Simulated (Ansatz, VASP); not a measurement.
## K in VASP and in Ansatz

```
K
1.0
     5.09859    0.00000    0.00000
    -2.54930    4.41551    0.00000
     0.00000    0.00000   16.96650
K
4
Direct
  0.00000 0.00000 0.00000
  0.33333 0.66667 0.25000
  0.00000 0.00000 0.50000
  0.66667 0.33333 0.75000
```

Alike in both runs: task single point; functional PBEsol; k mesh 9 × 9 × 4; occupations gaussian, width 0.1 eV; no spin polarisation.

|  | VASP | Ansatz |
| --- | --- | --- |
| version | VASP 6.6.1 | Ansatz 0.2.0 |
| potentials or method | VASP PAW PBE potentials, release 64 (K_sv), cutoff 520 eV | scalar-relativistic, plane waves, PAW |
| valence electrons in the cell | 36 | 36 |

|  | VASP | Ansatz | Ansatz less VASP |
| --- | --- | --- | --- |
| gap on the k mesh at the Fermi level (eV) | none | none | - |
| pressure (GPa) | -0.6 | -0.6 | +0.01 |

VASP's potentials were made for PBE, not for PBEsol. A gap of «none» marks a metal or a gap that the smearing closes.
